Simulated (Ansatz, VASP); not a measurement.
# Al: VASP beside Ansatz

Contents of INCAR:

```
SYSTEM = Al
PREC = Accurate ; ENCUT = 500
EDIFF = 1E-6 ; ISMEAR = 0
SIGMA = 0.15 ; LREAL = .FALSE.
LASPH = .TRUE. ; NELM = 120
ALGO = Normal ; ISIF = 2
LWAVE = .FALSE. ; LCHARG = .FALSE.
GGA = PS ; NBANDS = 14
GGA_COMPAT = .FALSE.
```

File KPOINTS:

```
regular mesh
0
G
  22 22 7
  0 0 0
```

Contents of POSCAR:

```
Al
1.0
   -1.6064390039      1.6064390039     -1.6064390039
   -1.6064390039     -1.6064390039      1.6064390039
   -0.3212878008      6.7470438163      6.1044682147
Al
4
Direct
   -0.1750000000      0.0000000000      0.8750000000
    0.4750000000      0.5000000000      0.1250000000
   -0.0750000000      0.0000000000      0.3750000000
    0.3750000000      0.5000000000      0.6250000000
```

Input for Ansatz:

```yaml
crystal:
  lattice:
    - [-1.6064390039, 1.6064390039, -1.6064390039]
    - [-1.6064390039, -1.6064390039, 1.6064390039]
    - [-0.3212878008, 6.7470438163, 6.1044682147]
  atoms:
    - { symbol: Al, position: [-0.175, 0.0, 0.875] }
    - { symbol: Al, position: [0.475, 0.5, 0.125] }
    - { symbol: Al, position: [-0.075, 0.0, 0.375] }
    - { symbol: Al, position: [0.375, 0.5, 0.625] }
basis:
  ecutwfc: 420
kpoints:
  mp_grid: { grid: [22, 22, 7] }
hamiltonian:
  xc: pbesol
scf:
  occupations: { method: gaussian, width: 0.15 }
output:
  forces: true
  stress: true
  eigenvalues: true
```

Alike in both runs: task single point; functional PBEsol; k mesh 22 × 22 × 7; occupations gaussian, width 0.15 eV; no spin polarisation.

```csv
,VASP,Ansatz
version,VASP 6.6.1,Ansatz 0.2.0
potentials or method,"VASP PAW PBE potentials, release 64 (Al), cutoff 500 eV","scalar-relativistic, plane waves, PAW"
valence electrons in the cell,12,12
```

|  | VASP | Ansatz | Ansatz less VASP |
| --- | --- | --- | --- |
| gap on the k mesh at the Fermi level (eV) | none | none | - |
| pressure (GPa) | 0.3 | 0.3 | -0.06 |
| traceless stress, the component that is largest in VASP (GPa) | 0.94 | 0.93 | -0.004 |
| rms of the force components (eV/Å) | 0.130 | 0.129 | -0.0008 |

VASP's potentials were made for PBE, not for PBEsol. Atom by atom the forces differ by 0.001 eV/Å (rms over components). A gap of «none» marks a metal or a gap that the smearing closes. The functional is the same, so the differences come from potentials, cutoffs and numerics.
